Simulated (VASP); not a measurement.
A run of VASP 6.6.1:

The input INCAR:

```
PREC = Accurate
ENCUT = 520
EDIFF = 1E-6
ISMEAR = 0
SIGMA = 0.1
LREAL = F
LASPH = T
NELM = 150
ALGO = Normal
ISIF = 2
LWAVE = F
LCHARG = F
ISPIN = 2
MAGMOM = 3.57 3.57 0 0 0 0
LORBIT = 11
LMAXMIX = 4
GGA = PS
NBANDS = 41
```

KPOINTS

```
Automatic mesh
0
Gamma
  8 8 8
```

The input POSCAR:

```
FePt2
1.0
    0.0000000000      3.6251233966      3.6251233966
    3.6251233966      0.0000000000      3.6251233966
    3.6251233966      3.6251233966      0.0000000000
Fe Pt
2 4
Direct
    0.5000000000      0.5000000000      0.5000000000
    0.7500000000      0.7500000000      0.7500000000
    0.1250000000      0.1250000000      0.1250000000
    0.6250000000      0.1250000000      0.1250000000
    0.1250000000      0.1250000000      0.6250000000
    0.1250000000      0.6250000000      0.1250000000
```

Potentials or basis: VASP PAW PBE potentials, release 64 (Fe, Pt).

The run is started by

```bash
$ cat potpaw_PBE.64/Fe/POTCAR potpaw_PBE.64/Pt/POTCAR > POTCAR
$ mpirun -np 1 vasp_std > vasp.out
```

Hardware: 1 thread of AMD EPYC 7R13, with other jobs on the host.

**Question.** Estimate the wall time of this run.

**Answer.** Wall time 7.7 min on 1 thread of AMD EPYC 7R13, on a shared host, peak memory 0.36 GiB. Counts: scf iterations 17, k points 29.
